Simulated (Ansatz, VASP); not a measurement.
## One calculation of Al3P2, two programs

```
CELL_PARAMETERS angstrom
3.99016 0.00000 0.00000
0.00000 4.90865 0.00000
0.00000 0.00000 5.91748
ATOMIC_POSITIONS crystal
Al 0.00000 0.00000 0.50000
Al 0.50000 0.00000 0.00000
Al 0.00000 0.00000 0.00000
P 0.50000 0.50000 0.50000
P 0.50000 0.00000 0.50000
```

Change from the starting cell: species swapped into the Zr3Cd2 type (Pmmm, No. 47).

Alike in both runs: task relaxation of cell and atoms; functional PBE; k mesh 4 × 4 × 4; occupations gaussian, width 0.1 eV; no spin polarisation.

|  | VASP | Ansatz |
| --- | --- | --- |
| version | VASP 6.6.1 | Ansatz 0.2.0 |
| potentials or method | VASP PAW PBE potentials, release 64 (Al, P), cutoff 600 eV | scalar-relativistic, plane waves, PAW |
| valence electrons in the cell | 19 | 19 |

|  | VASP | Ansatz | Ansatz less VASP |
| --- | --- | --- | --- |
| gap on the k mesh at the Fermi level, each at its own relaxed structure (eV) | none | none | - |
| relaxed volume (Å³/atom) | 23.77 | 23.74 | -0.022 |
| relaxed cell length with the largest relative difference (Å) | 5.217 | 5.208 | -0.0091 |

A gap of «none» marks a metal or a gap that the smearing closes.

The k mesh is coarse, so the values compare programs but aren't converged.
